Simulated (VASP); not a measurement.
A run of VASP 6.6.1:

POSCAR

```
GaAs
1.0
    0.0000000000      2.7623735624      2.8332036537
    2.7623735624      0.0000000000      2.8332036537
    2.7623735624      2.7623735624      0.0000000000
Ga As
1 1
Direct
    0.0000000000      0.0000000000      0.0000000000
    0.7500000000      0.7500000000      0.7500000000
```

INCAR.step1

```
  ALGO = Normal
  EDIFF = 1E-4
  ENCUT = 520
  GGA = PE
  ISMEAR = 0
  LASPH = T
  LCHARG = F
  LREAL = F
  LWAVE = T
  NBANDS = 16
  NELM = 60
  PREC = Accurate
  SIGMA = 0.05
```

File INCAR.step2:

```
  ALGO = Normal
  EDIFF = 1E-7
  ENCUT = 520
  ISIF = 2
  ISMEAR = 0
  ISTART = 1
  LASPH = T
  LCHARG = F
  LMIXTAU = T
  LREAL = F
  LWAVE = F
  METAGGA = R2SCAN
  NBANDS = 16
  NELM = 60
  PREC = Accurate
  SIGMA = 0.05
```

Contents of KPOINTS:

```
k-points
0
Gamma
  8 8 8
```

Potentials or basis: VASP PAW PBE potentials, release 64 (Ga_d, As).

Command:

```console
$ cat potpaw_PBE.64/Ga_d/POTCAR potpaw_PBE.64/As/POTCAR > POTCAR
$ cp INCAR.step1 INCAR
$ mpirun -np 1 vasp_std > vasp.out
$ cp INCAR.step2 INCAR
$ mpirun -np 1 vasp_std > vasp.out
```

Hardware: 1 thread of Intel Xeon 6975P-C (shared host).

Task: Estimate the wall time of this run.

Result: Wall time 2.8 min on 1 thread of Intel Xeon 6975P-C, with other jobs on the host, peak memory 0.2 GiB. Counts: k points 59.
